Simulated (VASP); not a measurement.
# S (P6/mmm) in VASP: a series of runs

S is run at these levels: PBE; tasks: single point, relaxation of cell and atoms.

Everything below comes from runs of VASP 6.6.1. Logs are shortened: lines on timing, memory, paths and dates and some standing lists are left out, and cuts for length are marked.

### Step 1. The cell of the first run

The structure is hexagonal, space group P6/mmm (No. 191). Conventional cell: a = 6.138 Å, b = 6.138 Å, c = 2.125 Å, α = 90.00°, β = 90.00°, γ = 120.00°. S (site symmetry 6/mmm) has 2 S at 2.12 Å within 2.8 Å. Within 2.8 Å of S (site symmetry -6m2) lie 2 S at 2.12 Å.

### Step 2. Single point, PBE

INCAR

```
SYSTEM = S
PREC = Accurate
ENCUT = 520
EDIFF = 1E-6
ISMEAR = -1
SIGMA = 0.08
LREAL = .False.
LASPH = .True.
NELM = 100
ALGO = Normal
ISIF = 2
LWAVE = .False.
LCHARG = .False.
GGA = PE
NBANDS = 16
```

KPOINTS

```
Automatic mesh
0
Gamma
  8 8 11
  0 0 0
```

POSCAR

```
S
1.0
    6.1384503805      0.0000000000      0.0000000000
   -3.0692251902      5.3160539694      0.0000000000
    0.0000000000      0.0000000000      2.1248262480
S
3
Direct
    0.0000000000      0.0000000000      0.0000000000
    0.3333333333      0.6666666667      0.5000000000
    0.6666666667      0.3333333333      0.5000000000
```

Potentials or basis: VASP PAW PBE potentials, release 64 (S).

Command:

```bash
$ cat potpaw_PBE.64/S/POTCAR > POTCAR
$ mpirun -np 1 vasp_std > vasp.out
```

OUTCAR:

```text
SYSTEM = S
   PREC = Accurate
   ENCUT = 520
   EDIFF = 1E-6
   ISMEAR = -1
   LREAL = .False.
   LASPH = .True.
   NELM = 100
   ISIF = 2
   GGA = PE

 ion  position               nearest neighbor table
   1  0.000  0.000  0.000-
   2  0.333  0.667  0.500-
   3  0.667  0.333  0.500-

  LATTYP: Found a hexagonal cell.
 ALAT       =     6.1384503805
 C/A-ratio  =     0.3461502686

  Lattice vectors:

 A1 = (   6.1384503805,   0.0000000000,   0.0000000000)
 A2 = (  -3.0692251902,   5.3160539694,   0.0000000000)
 A3 = (   0.0000000000,   0.0000000000,   2.1248262480)

Analysis of symmetry for initial positions (statically):
=====================================================================
 Subroutine PRICEL returns:
 Original cell was already a primitive cell.

 Routine SETGRP: Setting up the symmetry group for a
 hexagonal supercell.

 Subroutine GETGRP returns: Found 24 space group operations
 (whereof 24 operations were pure point group operations)
 out of a pool of 24 trial point group operations.

The static configuration has the point symmetry D_6h.

Analysis of symmetry for dynamics (positions and initial velocities):
=====================================================================
 Subroutine PRICEL returns:
 Original cell was already a primitive cell.

 Routine SETGRP: Setting up the symmetry group for a
 hexagonal supercell.

 Subroutine GETGRP returns: Found 24 space group operations
 (whereof 24 operations were pure point group operations)
 out of a pool of 24 trial point group operations.

The dynamic configuration has the point symmetry D_6h.

 Subroutine INISYM returns: Found 24 space group operations
 (whereof 24 operations are pure point group operations),
 and found     1 'primitive' translations

----------------------------------------------------------------------------------------

                                     Primitive cell

  volume of cell :      69.3380

  direct lattice vectors                    reciprocal lattice vectors
     6.138450381  0.000000000  0.000000000     0.162907564  0.094054726  0.000000000
    -3.069225190  5.316053969  0.000000000     0.000000000  0.188109452  0.000000000
     0.000000000  0.000000000  2.124826248     0.000000000  0.000000000  0.470626716

  length of vectors
     6.138450381  6.138450380  2.124826248     0.188109452  0.188109452  0.470626716

[... 76 lines left out ...]
   ISPIN  =      1    spin polarized calculation?
   LNONCOLLINEAR =      F non collinear calculations
   LSORBIT =      F    spin-orbit coupling
   LASPH  =      T    aspherical Exc in radial PAW
   ENCUT  =  520.0 eV  38.22 Ry    6.18 a.u.  11.41 11.41  3.95*2*pi/ulx,y,z
   NELM   =    100;   NELMIN=  2; NELMDL= -5     # of ELM steps
   EDIFF  = 0.1E-05   stopping-criterion for ELM
   LREAL  =      F    real-space projection
   EDIFFG = 0.1E-04   stopping-criterion for IOM
   NSW    =      0    number of steps for IOM
   IBRION =     -1    ionic relax: 0-MD 1-quasi-New 2-CG
   NFREE  =      0    steps in history (QN), initial steepest desc. (CG)
   ISIF   =      2    stress and relaxation
   ISYM   =      2    0-nonsym 1-usesym 2-fastsym
   POTIM  = 0.5000    time-step for ionic-motion
   TEBEG  =    0.0;   TEEND  =   0.0 temperature during run
   PSTRESS=    0.0 pullay stress
   NELECT =      18.0000    total number of electrons
   NUPDOWN=      -1.0000    fix difference up-down
   EMIN   =  10.00;   EMAX   =-10.00  energy-range for DOS
   EFERMI =   0.00;   METHOD = LEGACY
   ISMEAR =    -1;   SIGMA  =   0.08  broadening in eV -4-tet -1-fermi 0-gaus
   EFERMI_NEDOS =   21; number of points for ismear=-14 and -15
   IALGO  =     38    algorithm
   IMIX   =      4    mixing-type and parameters
     AMIX     =   0.40;   BMIX     =  1.00
     AMIX_MAG =   1.60;   BMIX_MAG =  1.00
  volume/ion in A,a.u.               =      23.11       155.97
  Fermi-wavevector in a.u.,A,eV,Ry     =   1.044340  1.973516 14.839134  1.090646
  Thomas-Fermi vector in A             =   2.179088
   LORBIT       =      0    0 simple, 1 ext, 2 COOP (PROOUT), +10 PAW based schemes
   GGA     = PE    functional components
   LHFCALC =     F    Hartree Fock is set to
   AEXX    =    0.0000 exact exchange contribution
   IVDW    =     0    specifies the selected vdW correction
   LEPSILON=     F    determine dielectric tensor
   LRPA    =     F    only Hartree local field effects (RPA)
 non-spin polarized calculation
  energy-cutoff  :      520.00
  volume of cell :       69.34
 maximum number of plane-waves:      1892
 NGX is ok and might be reduce to    48
   NGX = 23   NGY = 23   NGZ =  7

 number of electron      18.0000004 magnetization

 Free energy of the ion-electron system (eV)
  ---------------------------------------------------
  ext. energy  EPLUGINS =         0.00000000
  ---------------------------------------------------
  free energy    TOTEN  =       -10.01707601 eV

  energy without entropy =       -9.94308171  energy(sigma->0) =       -9.98007886

 E-fermi :   3.0120     XC(G=0):  -8.9537

 val. band max:        3.0112384990   @ k =   0.5000   0.0000   0.4545
 cond. band min:       3.0271283818   @ k =   0.1250   0.0000   0.2727
 fundamental gap:      0.0158898828
 Fermi energy:         3.0119957713

 k-point     1 :       0.0000    0.0000    0.0000
  band No.  band energies     occupation
      1     -12.7852      2.00000
      2     -12.1194      2.00000
      3     -12.1050      2.00000
      4      -1.5151      2.00000
      5      -1.5151      2.00000
      6      -1.4983      2.00000
[... 433 lines left out ...]
      3     -11.1796      2.00000
      4      -1.2785      2.00000
      5      -0.6563      2.00000
      6       0.3058      2.00000
[... 8 lines left out ...]
     15      11.4971      0.00000
     16      11.7656      0.00000

 [... further k-points ...]
[... 5 lines left out ...]
  --------------------------------------------------------------------------------------
  -------------------------------------------------------------------------------------
  Total        0.9521711      0.9521711      0.7212165      0.0000000      0.0000000     -0.0000000
  in kB       22.0015888     22.0015888     16.6649764      0.0000000      0.0000000     -0.0000000
  external PRESSURE =      20.2227180 kB  Pullay stress =       0.0000000 kB

 VOLUME and BASIS-vectors are now :
 -----------------------------------------------------------------------------
  energy-cutoff  :      520.00
  volume of cell :       69.34
      direct lattice vectors                 reciprocal lattice vectors
     6.138450381  0.000000000  0.000000000     0.162907564  0.094054726  0.000000000
    -3.069225190  5.316053969  0.000000000     0.000000000  0.188109452  0.000000000
     0.000000000  0.000000000  2.124826248     0.000000000  0.000000000  0.470626716

 POSITION                                       TOTAL-FORCE (eV/Angst)
 -----------------------------------------------------------------------------------
      0.00000      0.00000      0.00000        -0.000000      0.000000      0.000000
     -0.00000      3.54404      1.06241        -0.000000      0.000000      0.000000
      3.06923      1.77202      1.06241         0.000000      0.000000     -0.000000
 -----------------------------------------------------------------------------------
    total drift:                               -0.000000      0.000000     -0.000000

  FREE ENERGIE OF THE ION-ELECTRON SYSTEM (eV)
  ---------------------------------------------------
  free  energy   TOTEN  =       -10.0170760058 eV

  energy  without entropy=       -9.9430817058  energy(sigma->0) =       -9.98007886
```

Wall time 21 s (1 thread of Intel Xeon 6975P-C (Granite Rapids), shared host); peak memory 0.2 GiB.

What came out:

```yaml
Free_energy: -10.0171 eV
Pressure: 2.0 GPa
Band_gap_on_the_k_mesh: zero (band 9 reaches 4.00 eV, above the bottom of band 10 at 2.09 eV)
```

Stress tensor (GPa, compression positive):
```
2.20 0.00 0.00
0.00 2.20 0.00
0.00 0.00 1.67
```

### Step 3. Single point, PBE

INCAR

```
  PREC = Accurate
  ENCUT = 520
  EDIFF = 1E-6
  ISMEAR = -1
  SIGMA = 0.08
  LREAL = F
  LASPH = T
  NELM = 60
  ALGO = Normal
  ISIF = 2
  LWAVE = F
  LCHARG = F
  GGA = PE
  NBANDS = 16
```

KPOINTS

```
regular mesh
0
Gamma
  8 8 11
```

POSCAR

```
S
1.0
    6.1390934036      0.0000000000      0.0000000000
   -3.0695467018      5.3166108437      0.0000000000
    0.0000000000      0.0000000000      2.1249913776
S
3
Direct
    0.0000000000      0.0000000000      0.0000000000
    0.3333333333      0.6666666667      0.5000000000
    0.6666666667      0.3333333333      0.5000000000
```

Potentials or basis: VASP PAW PBE potentials, release 64 (S).

Command:

```bash
$ cat potpaw_PBE.64/S/POTCAR > POTCAR
$ mpirun -np 1 vasp_std > vasp.out
```

Wall time 21 s (1 thread of Intel Xeon 6975P-C (Granite Rapids), shared host); peak memory 0.2 GiB.

The run converged. Its results:

```
Free energy            : -10.0173 eV
Pressure               : 2.0 GPa
Band gap on the k mesh : zero (band 9 reaches 3.99 eV, above the bottom of band 10 at 2.09 eV)
```

Stress tensor (GPa, compression positive):
```
2.20 0.00 0.00
0.00 2.20 0.00
0.00 0.00 1.64
```

Levels at points of the mesh, in eV from the Fermi level:
```tsv
k point	band 7	band 8	band 9	band 10	band 11	band 12
(0.00, 0.00, 0.00)	-4.51	-2.22	-2.22	4.32	9.01	9.01
(0.50, 0.00, 0.00)	-2.91	-2.91	-2.91	5.25	6.99	7.01
```

### Step 4. Relaxation of cell and atoms, PBE, target pressure 2.3 GPa, at which the enthalpy is minimised

This run uses another cell than the first one, of 15.46 Å³/atom, 0.669 times its volume.

INCAR

```
  PREC = Accurate
  ENCUT = 600
  EDIFF = 1E-6
  ISMEAR = -1
  SIGMA = 0.08
  LREAL = F
  LASPH = T
  NELM = 80
  ALGO = Normal
  ISIF = 3
  LWAVE = F
  LCHARG = F
  GGA = PE
  IBRION = 2
  NSW = 60
  EDIFFG = -0.005
  PSTRESS = 23.0
```

KPOINTS

```
Automatic mesh
0
Gamma
  8 8 11
```

POSCAR

```
S
1.0
    4.4203356071      0.0000000000      0.0000000000
   -2.2101678035      3.8281229290      0.0000000000
    0.0000000000      0.0000000000      2.7406080764
S
3
Direct
    0.0000000000      0.0000000000      0.0000000000
    0.3333333333      0.6666666667      0.5000000000
    0.6666666667      0.3333333333      0.5000000000
```

Command:

```bash
$ cat potpaw_PBE.64/S/POTCAR > POTCAR
$ mpirun -np 1 vasp_std > vasp.out
```

Run time: 4 min. Hardware: 1 thread of Intel Xeon 6975P-C (Granite Rapids), shared host; peak memory 0.19 GiB.

It converged, with:

```
Free energy                                            : -9.9915 eV
Relaxed volume                                         : 22.73 Å³/atom
Relaxed cell                                           : a = 6.093 Å, b = 6.093 Å, c = 2.121 Å, α = 90.00°, β = 90.00°, γ = 120.00°
Space group after relaxing (to 0.05 Å)                 : P6/mmm (No. 191)
Energy change on relaxing (the enthalpy is what falls) : -378.5 meV/atom
Ionic steps                                            : 30
Pressure after relaxing                                : 2.3 GPa
Band gap on the k mesh                                 : zero (band 9 reaches 4.15 eV, above the bottom of band 10 at 2.21 eV)
```

Step by step:
```
step  energy change (eV)  largest force (eV/Å)  pressure (GPa)  volume (Å³)
   1              0.0000                0.0000            3.38        46.38
   2             -0.0157                0.0000            1.91        47.08
   3             -0.0255                0.0000            0.74        47.68
   4             -0.0295                0.0000            0.49        47.79
   5             -0.0433                0.0000           -0.19        48.11
   6             -0.0761                0.0000           -1.40        48.75
   7             -0.1770                0.0000           -3.20        49.98
   8             -0.3496                0.0000           -4.11        52.18
   9             -0.8676                0.0000            4.04        55.44
  10             13.6962                0.0000          134.75        56.04
  11             -0.8738                0.0000            4.43        55.53
  12             -0.8723                0.0000            6.12        55.84
  13             -0.8779                0.0000            5.42        55.73
  14             -0.8949                0.0000            5.72        56.69
  15             -0.8933                0.0000            5.69        56.57
  16             -0.9130                0.0000            5.17        57.23
  17             -0.9643                0.0000            3.86        59.24
  18             -1.0407                0.0000            1.77        63.37
  19             -1.0635                0.0000            1.88        64.41
  20             -1.1255                0.0000            2.36        67.54
  21             -1.1389                0.0000            2.48        68.47
  22             -1.1338                0.0000            2.43        68.10
  23             -1.1324                0.0000            2.41        68.00
  24             -1.1337                0.0000            2.31        68.08
  25             -1.1336                0.0000            2.30        68.07
  26             -1.1334                0.0000            2.34        68.07
  27             -1.1335                0.0000            2.34        68.07
  28             -1.1335                0.0000            2.33        68.07
  29             -1.1340                0.0000            2.33        68.10
  30             -1.1354                0.0000            2.31        68.20
```

Final structure:
```
S
1.0
     6.09333    0.00000    0.00000
    -3.04666    5.27698    0.00000
     0.00000    0.00000    2.12109
S
3
Cartesian
  0.0000 0.0000 0.0000
  0.0000 3.5180 1.0605
  3.0467 1.7590 1.0605
```

Levels at points of the mesh, in eV from the Fermi level:
| k point | band 7 | band 8 | band 9 | band 10 | band 11 | band 12 |
| --- | --- | --- | --- | --- | --- | --- |
| (0.00, 0.00, 0.00) | -4.57 | -2.19 | -2.19 | 4.34 | 9.05 | 9.16 |
| (0.50, 0.00, 0.00) | -2.91 | -2.91 | -2.91 | 5.24 | 7.05 | 7.07 |

Caveat: the cell is relaxed towards a set pressure, so the enthalpy falls and the energy may rise; the volume moved by over 15 % at a fixed basis, so the end points are rough.

### Step 5. Summary

```csv
task,cell,cutoff (eV),gap on the mesh (eV),pressure (GPa)
single point,"a = 6.138, b = 6.138, c = 2.125 Å, angles 90.0, 90.0, 120.0°, 3 atoms",520,none,2.0
single point,"a = 6.139, b = 6.139, c = 2.125 Å, angles 90.0, 90.0, 120.0°, 3 atoms",520,none,2.0
relaxation of cell and atoms,"relaxed to 2.3 GPa from a = 4.420, b = 4.420, c = 2.741 Å, angles 90.0, 90.0, 120.0°, 3 atoms",600,none,2.3
```

Alike in all rows: level PBE; potentials or basis VASP PAW PBE potentials, release 64 (S); no spin polarisation; k mesh 8 × 8 × 11; smearing fermi-dirac 0.08 eV.

Caveats: the cell is relaxed towards a set pressure, so the enthalpy falls and the energy may rise (some runs); the volume moved by over 15 % at a fixed basis, so the end points are rough (some runs).

Absolute energies hang on the potentials; compare differences alone.
